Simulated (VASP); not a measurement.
A run of VASP 6.6.1 is set up as follows.

INCAR

```
SYSTEM = Sb2C3
  PREC = Accurate
  ENCUT = 520
  EDIFF = 1E-6
  ISMEAR = 0
  SIGMA = 0.1
  LREAL = .False.
  LASPH = .True.
  NELM = 60
  ALGO = Fast
  ISIF = 2
  LWAVE = .False.
  LCHARG = .False.
  GGA = PE
  NBANDS = 33
```

KPOINTS

```
regular mesh
0
Gamma
  4 4 4
  0 0 0
```

File POSCAR:

```
Sb2C3
1.0
    0.0000000000      4.3405678793      3.7502155382
    4.8031086852      0.0000000000      3.7502155382
    4.8031086852      4.3405678793      0.0000000000
Sb C
4 6
Direct
    0.6599656387      0.3400343613      0.6599656387
    0.3400343613      0.6599656387      0.3400343613
    0.2500000000      0.2500000000      0.2500000000
    0.7500000000      0.7500000000      0.7500000000
    0.7764381902      0.0336236834      0.2235618098
    0.9663763166      0.2235618098      0.0336236834
    0.2235618098      0.9663763166      0.7764381902
    0.0336236834      0.7764381902      0.9663763166
    0.8234202843      0.8234202843      0.1765797157
    0.1765797157      0.1765797157      0.8234202843
```

Potentials or basis: VASP PAW PBE potentials, release 64 (Sb, C).

Run with:

```bash
$ cat potpaw_PBE.64/Sb/POTCAR potpaw_PBE.64/C/POTCAR > POTCAR
$ mpirun -np 1 vasp_std > vasp.out
```

(1) Estimate the band gap on the k mesh.

(2) Predict the largest force.

(3) Predict the pressure.

Answers

(1) zero (bands 22 and 23 overlap by 0.79 eV).

(2) 0.062 eV/Å.

(3) 0.0 GPa.

Caveat: spin-orbit coupling is left out, which moves the levels of the heavy elements.
